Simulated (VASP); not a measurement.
C: single point with r2SCAN

C:

```
C
1.0
     0.00000    1.76234    1.76234
     1.78014   -0.01780    1.78014
     1.78014    1.78014   -0.01780
C
2
Direct
  0.50000 0.50000 0.50000
  0.75000 0.75000 0.75000
```

This cell differs from its parent crystal: strain -0.0200 x Voigt [0, 0, 0, 1, 0, 0].

```
Program             : VASP 6.6.1
Task                : single point
Functional          : r2SCAN
Potentials or basis : VASP PAW PBE potentials, release 64 (C)
Cutoff              : 520 eV
k mesh              : 12 × 12 × 12
Occupations         : gaussian, width 0.05 eV
Spin                : no spin polarisation
```

```
Pressure               : 1.3 GPa
Largest force          : 0.052 eV/Å
Band gap on the k mesh : 4.32 eV, indirect (least direct gap 5.54 eV)
```

Forces in eV/Å, atoms in the order of the input:
```
C   -0.052  0.000  0.000
C    0.052  0.000  0.000
```

Stress tensor (GPa, compression positive):
```
 1.17  0.00  0.00
 0.00  1.43 11.86
 0.00 11.86  1.43
```

Levels at points of the mesh, in eV from the valence-band top:
```
           k point  band 1  band 2  band 3  band 4  band 5  band 6  band 7  band 8  band 9
(0.00, 0.00, 0.00)  -22.78   -0.01    0.00    0.00    5.54    5.82    6.16   13.98   20.47
(0.50, 0.00, 0.00)  -16.65  -14.12   -3.12   -3.06    8.68    8.77    9.20   16.72   23.26
(0.00, 0.50, 0.00)  -16.94  -14.10   -2.92   -2.88    8.72    9.13    9.52   16.77   23.25
(0.50, 0.50, 0.00)  -13.63  -13.63   -6.69   -6.69    5.01    5.01   17.94   17.94   24.75
(0.00, 0.50, 0.50)  -13.75  -13.51   -6.90   -6.49    4.60    5.43   17.93   17.99   24.51
```

Wall time 52 s on 1 thread of Intel(R) Xeon(R) 6975P-C (Granite Rapids), with other jobs on the host, peak memory 0.14 GiB.

Caveat: the cell differs from its parent crystal (strain -0.0200 x Voigt [0, 0, 0, 1, 0, 0]); the PAW data sets were made with another functional, which shifts forces and pressure a little. A k mesh can miss the band edges.
